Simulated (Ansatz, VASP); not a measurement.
# One calculation of K, two programs

```
CELL_PARAMETERS angstrom
4.31044 0.00000 0.00000
0.00000 4.31044 0.00000
0.00000 0.00000 4.31044
ATOMIC_POSITIONS crystal
K 0.00000 0.00000 0.00000
```

Alike in both runs: task single point; functional PBEsol; k mesh 3 × 3 × 3; occupations fermi-dirac, width 0.1 eV; no spin polarisation.

```csv
,VASP,Ansatz
version,VASP 6.6.1,Ansatz 0.2.0
potentials or method,"VASP PAW PBE potentials, release 64 (K_sv)","plane waves, PAW"
plane-wave cutoff (eV),500,420
valence electrons in the cell,9,9
```

```csv
,VASP,Ansatz,Ansatz less VASP
pressure (GPa),-0.1,-0.1,0.00
```

VASP's potentials were made for PBE, not for PBEsol. With one functional, cell and mesh, what is left measures potentials, basis and numerics.

The k mesh is coarse, so the values compare programs but aren't converged.
